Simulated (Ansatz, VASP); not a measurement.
## Pb in VASP and in Ansatz

```
CELL_PARAMETERS angstrom
0.00000 3.45726 3.45726
3.45726 0.00000 3.45726
3.45726 3.45726 0.00000
ATOMIC_POSITIONS crystal
Pb 0.00000 0.00000 0.00000
Pb 0.25000 0.25000 0.25000
```

Alike in both runs: functional PBEsol; k mesh 12 × 12 × 12; occupations gaussian, width 0.1 eV; no spin polarisation.

Ansatz relaxed the structure, and its values are those at the end. VASP's run is a single point on that final structure, the one shown.

|  | VASP | Ansatz |
| --- | --- | --- |
| version | VASP 6.6.1 | Ansatz 0.2.0 |
| potentials or method | VASP PAW PBE potentials, release 64 (Pb_d), cutoff 520 eV | scalar-relativistic, plane waves, PAW |
| valence electrons in the cell | 28 | 28 |

```tsv
	VASP	Ansatz	Ansatz less VASP
gap on the k mesh at the Fermi level (eV)	none	none	-
pressure (GPa)	-0.1	-0.1	+0.06
```

VASP's potentials were made for PBE, not for PBEsol. A gap of «none» marks a metal or a gap that the smearing closes.

Neither program's run includes spin-orbit coupling.
